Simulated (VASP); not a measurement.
# Pt (Fm-3m) in VASP: a series of runs

Runs on Pt. Level: PBEsol. Tasks: single point.

Everything below comes from runs of VASP 6.6.1. Logs are shortened: lines on timing, memory, paths and dates and some standing lists are left out, and cuts for length are marked.

## 1. The cell of the first run

The structure is cubic, space group Fm-3m (No. 225). Conventional cell: a = 3.879 Å, b = 3.879 Å, c = 3.879 Å, α = 90.00°, β = 90.00°, γ = 90.00°. Within 3.6 Å of Pt (site symmetry m-3m) lie 12 Pt at 2.74 Å.

## 2. Single point, PBEsol

Contents of INCAR:

```
SYSTEM = Pt
  ALGO = Normal
  EDIFF = 1E-6
  ENCUT = 500
  GGA = PS
  GGA_COMPAT = .FALSE.
  ISIF = 2
  ISMEAR = -1
  LASPH = .TRUE.
  LCHARG = .TRUE.
  LELF = .TRUE.
  LREAL = .FALSE.
  LVHAR = .TRUE.
  LWAVE = .FALSE.
  NBANDS = 11
  NELM = 120
  PREC = Accurate
  SIGMA = 0.1
```

Contents of KPOINTS:

```
k-points
0
G
  10 10 10
  0 0 0
```

Contents of POSCAR:

```
Pt
1.0
    0.0000000000      1.9395119867      1.9395119867
    1.9395119867      0.0000000000      1.9395119867
    1.9395119867      1.9395119867      0.0000000000
Pt
1
Direct
    0.0000000000      0.0000000000      0.0000000000
```

Potentials or basis: VASP PAW PBE potentials, release 64 (Pt).

Run with:

```sh
> cat potpaw_PBE.64/Pt/POTCAR > POTCAR
> mpirun -np 1 vasp_std > vasp.out
```

OUTCAR:

```text
SYSTEM = Pt
   EDIFF = 1E-6
   ENCUT = 500
   GGA = PS
   ISIF = 2
   ISMEAR = -1
   LASPH = .TRUE.
   LREAL = .FALSE.
   NELM = 120
   PREC = Accurate

 ion  position               nearest neighbor table
   1  0.000  0.000  0.000-

  LATTYP: Found a face centered cubic cell.
 ALAT       =     3.8790239734

  Lattice vectors:

 A1 = (   0.0000000000,   1.9395119867,   1.9395119867)
 A2 = (   1.9395119867,   0.0000000000,   1.9395119867)
 A3 = (   1.9395119867,   1.9395119867,   0.0000000000)

Analysis of symmetry for initial positions (statically):
=====================================================================
 Subroutine PRICEL returns:
 Original cell was already a primitive cell.

 Routine SETGRP: Setting up the symmetry group for a
 face centered cubic supercell.

 Subroutine GETGRP returns: Found 48 space group operations
 (whereof 48 operations were pure point group operations)
 out of a pool of 48 trial point group operations.

The static configuration has the point symmetry O_h .

Analysis of symmetry for dynamics (positions and initial velocities):
=====================================================================
 Subroutine PRICEL returns:
 Original cell was already a primitive cell.

 Routine SETGRP: Setting up the symmetry group for a
 face centered cubic supercell.

 Subroutine GETGRP returns: Found 48 space group operations
 (whereof 48 operations were pure point group operations)
 out of a pool of 48 trial point group operations.

The dynamic configuration has the point symmetry O_h .

 Subroutine INISYM returns: Found 48 space group operations
 (whereof 48 operations are pure point group operations),
 and found     1 'primitive' translations

----------------------------------------------------------------------------------------

                                     Primitive cell

  volume of cell :      14.5918

  direct lattice vectors                    reciprocal lattice vectors
     0.000000000  1.939511987  1.939511987    -0.257796808  0.257796808  0.257796808
     1.939511987  0.000000000  1.939511987     0.257796808 -0.257796808  0.257796808
     1.939511987  1.939511987  0.000000000     0.257796808  0.257796808 -0.257796808

  length of vectors
     2.742884156  2.742884156  2.742884156     0.446517170  0.446517170  0.446517170

  position of ions in fractional coordinates (direct lattice)
     0.000000000  0.000000000  0.000000000

  ion indices of the primitive-cell ions
   primitive index   ion index
                 1           1

----------------------------------------------------------------------------------------

 KPOINTS: k-points

Automatic generation of k-mesh.
 Grid dimensions read from file:
 generate k-points for:   10   10   10

 Generating k-lattice:

  Cartesian coordinates                     Fractional coordinates (reciprocal lattice)
    -0.025779681  0.025779681  0.025779681     0.100000000  0.000000000  0.000000000
     0.025779681 -0.025779681  0.025779681     0.000000000  0.100000000  0.000000000
     0.025779681  0.025779681 -0.025779681     0.000000000  0.000000000  0.100000000

  Length of vectors
     0.044651717  0.044651717  0.044651717

  Shift w.r.t. Gamma in fractional coordinates (k-lattice)
     0.000000000  0.000000000  0.000000000

 Subroutine IBZKPT returns following result:
 ===========================================

 Found     47 irreducible k-points:

 Following reciprocal coordinates:
            Coordinates               Weight
  0.000000  0.000000  0.000000      1.000000
  0.100000  0.000000  0.000000      8.000000
  0.200000  0.000000  0.000000      8.000000
  0.300000  0.000000  0.000000      8.000000
  0.400000  0.000000  0.000000      8.000000
  0.500000  0.000000  0.000000      4.000000
[... 16 lines left out ...]
  0.300000  0.300000  0.000000      6.000000
  0.400000  0.300000  0.000000     24.000000
 [... further k-points ...]
   k-points           NKPTS =     47   k-points in BZ     NKDIM =     47   number of bands    NBANDS=     11
   number of dos      NEDOS =    301   number of ions     NIONS =      1
   total plane-waves  NPLWV =   8000
   dimension x,y,z NGX =    20 NGY =   20 NGZ =   20
   dimension x,y,z NGXF=    40 NGYF=   40 NGZF=   40
   ions per type =               1
   NGX,Y,Z   is equivalent  to a cutoff of  12.12, 12.12, 12.12 a.u.
   NGXF,Y,Z  is equivalent  to a cutoff of  24.24, 24.24, 24.24 a.u.
 SYSTEM =  Pt
   PREC   = accura    normal or accurate (medium, high low for compatibility)
   ISTART =      0    job   : 0-new  1-cont  2-samecut
   ICHARG =      2    charge: 1-file 2-atom 10-const
   ISPIN  =      1    spin polarized calculation?
   LNONCOLLINEAR =      F non collinear calculations
   LSORBIT =      F    spin-orbit coupling
   LASPH  =      T    aspherical Exc in radial PAW
   ENCUT  =  500.0 eV  36.75 Ry    6.06 a.u.   5.00  5.00  5.00*2*pi/ulx,y,z
   NELM   =    120;   NELMIN=  2; NELMDL= -5     # of ELM steps
   EDIFF  = 0.1E-05   stopping-criterion for ELM
   LREAL  =      F    real-space projection
   EDIFFG = 0.1E-04   stopping-criterion for IOM
   NSW    =      0    number of steps for IOM
   IBRION =     -1    ionic relax: 0-MD 1-quasi-New 2-CG
   NFREE  =      0    steps in history (QN), initial steepest desc. (CG)
   ISIF   =      2    stress and relaxation
   ISYM   =      2    0-nonsym 1-usesym 2-fastsym
   POTIM  = 0.5000    time-step for ionic-motion
   TEBEG  =    0.0;   TEEND  =   0.0 temperature during run
   PSTRESS=    0.0 pullay stress
   NELECT =      10.0000    total number of electrons
   NUPDOWN=      -1.0000    fix difference up-down
   EMIN   =  10.00;   EMAX   =-10.00  energy-range for DOS
   EFERMI =   0.00;   METHOD = LEGACY
   ISMEAR =    -1;   SIGMA  =   0.10  broadening in eV -4-tet -1-fermi 0-gaus
   EFERMI_NEDOS =   21; number of points for ismear=-14 and -15
   IALGO  =     38    algorithm
   IMIX   =      4    mixing-type and parameters
     AMIX     =   0.40;   BMIX     =  1.00
     AMIX_MAG =   1.60;   BMIX_MAG =  1.00
  volume/ion in A,a.u.               =      14.59        98.47
  Fermi-wavevector in a.u.,A,eV,Ry     =   1.443352  2.727540 28.344555  2.083266
  Thomas-Fermi vector in A             =   2.561770
   LORBIT       =      0    0 simple, 1 ext, 2 COOP (PROOUT), +10 PAW based schemes
   GGA     = PS    functional components
   LHFCALC =     F    Hartree Fock is set to
   AEXX    =    0.0000 exact exchange contribution
   IVDW    =     0    specifies the selected vdW correction
   LEPSILON=     F    determine dielectric tensor
   LRPA    =     F    only Hartree local field effects (RPA)
 non-spin polarized calculation
  energy-cutoff  :      500.00
  volume of cell :       14.59
 maximum number of plane-waves:       388
   NGX =  9   NGY =  9   NGZ =  9

 number of electron      10.0000000 magnetization

 number of electron       9.9999999 magnetization

 Free energy of the ion-electron system (eV)
  ---------------------------------------------------
  ext. energy  EPLUGINS =         0.00000000
  ---------------------------------------------------
  free energy    TOTEN  =        -6.96077497 eV

  energy without entropy =       -6.90743846  energy(sigma->0) =       -6.93410672

 E-fermi :  11.7706     XC(G=0): -13.8240

 val. band max:       11.6953950293   @ k =   0.4000   0.3000   0.0000
 cond. band min:      11.7712093782   @ k =   0.5000   0.5000   0.0000
 fundamental gap:      0.0758143488
 Fermi energy:        11.7706108815

 k-point     1 :       0.0000    0.0000    0.0000
  band No.  band energies     occupation
      1       1.0689      2.00000
      2       7.7332      2.00000
      3       7.7332      2.00000
      4       7.7332      2.00000
      5      10.0303      2.00000
      6      10.0303      2.00000
      7      26.2700      0.00000
      8      31.4127      0.00000
      9      31.4127      0.00000
     10      31.4127      0.00000
     11      36.8317      0.00000

 k-point     2 :       0.1000    0.0000    0.0000
  band No.  band energies     occupation
      1       1.4789      2.00000
      2       7.5536      2.00000
      3       7.8912      2.00000
      4       7.8912      2.00000
      5       9.9462      2.00000
      6       9.9462      2.00000
      7      26.9079      0.00000
      8      29.6304      0.00000
      9      32.0587      0.00000
     10      32.0587      0.00000
     11      38.5624      0.00000

 k-point     3 :       0.2000    0.0000    0.0000
  band No.  band energies     occupation
      1       2.5590      2.00000
      2       7.2826      2.00000
      3       8.1349      2.00000
      4       8.1349      2.00000
      5       9.9730      2.00000
      6       9.9730      2.00000
      7      26.7407      0.00000
      8      28.1197      0.00000
      9      33.7936      0.00000
     10      33.7936      0.00000
     11      36.1112      0.00000

 k-point     4 :       0.3000    0.0000    0.0000
  band No.  band energies     occupation
      1       3.6569      2.00000
      2       7.7427      2.00000
      3       8.0283      2.00000
      4       8.0283      2.00000
      5      10.5838      1.99999
      6      10.5838      1.99999
      7      23.4684      0.00000
      8      27.6231      0.00000
      9      34.3242      0.00000
     10      34.3242      0.00000
     11      36.1519      0.00000
[... 239 lines left out ...]
 k-point    22 :      -0.2000    0.2000    0.0000
  band No.  band energies     occupation
      1       4.5571      2.00000
      2       6.7231      2.00000
      3       7.7599      2.00000
      4       8.9893      2.00000
      5       9.2091      2.00000
      6      12.1707      0.03595
      7      24.6266      0.00000
      8      27.4286      0.00000
      9      30.1942      0.00000
     10      32.5486      0.00000
     11      36.2110      0.00000

 k-point    23 :       0.3000    0.3000    0.0000
  band No.  band energies     occupation
      1       4.4503      2.00000
      2       5.6154      2.00000
      3       8.8578      2.00000
      4      10.1663      2.00000
      5      10.1663      2.00000
      6      11.1171      1.99710
      7      27.4864      0.00000
      8      27.4864      0.00000
      9      28.7035      0.00000
     10      31.2267      0.00000
     11      32.3340      0.00000

 k-point    24 :       0.4000    0.3000    0.0000
  band No.  band energies     occupation
      1       4.7630      2.00000
      2       5.4192      2.00000
      3       8.9434      2.00000
      4      10.3548      2.00000
      5      11.6954      1.35930
      6      11.9421      0.30518
      7      23.9175      0.00000
      8      26.2461      0.00000
      9      26.8381      0.00000
     10      31.9906      0.00000
     11      34.1677      0.00000

 [... further k-points ...]

------------------------ aborting loop because EDIFF is reached ----------------------------------------

  FORCE on cell =-STRESS in cart. coord.  units (eV):
  Direction    XX          YY          ZZ          XY          YZ          ZX
  --------------------------------------------------------------------------------------
  -------------------------------------------------------------------------------------
  Total        0.8748116      0.8748116      0.8748116      0.0000000      0.0000000      0.0000000
  in kB       96.0544948     96.0544948     96.0544948      0.0000000      0.0000000      0.0000000
  external PRESSURE =      96.0544948 kB  Pullay stress =       0.0000000 kB

 VOLUME and BASIS-vectors are now :
 -----------------------------------------------------------------------------
  energy-cutoff  :      500.00
  volume of cell :       14.59
      direct lattice vectors                 reciprocal lattice vectors
     0.000000000  1.939511987  1.939511987    -0.257796808  0.257796808  0.257796808
     1.939511987  0.000000000  1.939511987     0.257796808 -0.257796808  0.257796808
     1.939511987  1.939511987  0.000000000     0.257796808  0.257796808 -0.257796808

 POSITION                                       TOTAL-FORCE (eV/Angst)
 -----------------------------------------------------------------------------------
      0.00000      0.00000      0.00000         0.000000      0.000000      0.000000
 -----------------------------------------------------------------------------------
    total drift:                                0.000000     -0.000000      0.000000

  FREE ENERGIE OF THE ION-ELECTRON SYSTEM (eV)
  ---------------------------------------------------
  free  energy   TOTEN  =        -6.9607749691 eV

  energy  without entropy=       -6.9074384647  energy(sigma->0) =       -6.93410672
```

It took 4.5 s on 1 thread of Intel Xeon Platinum 8375C at 2.90GHz (Ice Lake), shared host; peak memory 0.13 GiB.

What came out:

| Quantity | Value |
| --- | --- |
| Free energy | -6.9608 eV |
| Pressure | 9.6 GPa |
| Band gap on the k mesh | zero (bands 5 and 6 overlap by 2.34 eV) |

Caveat: the cell stands under pressure; the PAW data sets were made with another functional, which shifts forces and pressure a little; spin-orbit coupling is left out, which moves the levels of the heavy elements.

[end of part 1 of 2]
